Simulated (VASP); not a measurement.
Here is a VASP 6.6.1 calculation.

INCAR

```
SYSTEM = Ta
ALGO = Normal
EDIFF = 1E-7
ENCUT = 520
GGA = PS
ISIF = 2
ISMEAR = -1
LASPH = .TRUE.
LCHARG = .FALSE.
LREAL = .FALSE.
LWAVE = .FALSE.
NBANDS = 12
NELM = 80
PREC = Accurate
SIGMA = 0.08
```

File KPOINTS:

```
k-points
0
G
  17 17 17
  0 0 0
```

POSCAR

```
Ta
1.0
   -1.6017416000      1.6017416000      1.6512800000
    1.6017416000     -1.6017416000      1.6512800000
    1.6017416000      1.6017416000     -1.6512800000
Ta
1
Direct
    0.0000000000      0.0000000000      0.0000000000
```

Potentials or basis: VASP PAW PBE potentials, release 64 (Ta_pv).

The run is started by

```console
$ cat potpaw_PBE.64/Ta_pv/POTCAR > POTCAR
$ mpirun -np 1 vasp_std > vasp.out
```

Problem. Predict the pressure.

Solution. 9.9 GPa.

Stress tensor (GPa, compression positive):
```
11.29  0.00  0.00
 0.00 11.29  0.00
 0.00  0.00  7.24
```

Caveat: the cell differs from its parent crystal (equal xx and yy strain of -3 %); the PAW data sets were made with another functional, which shifts forces and pressure a little.
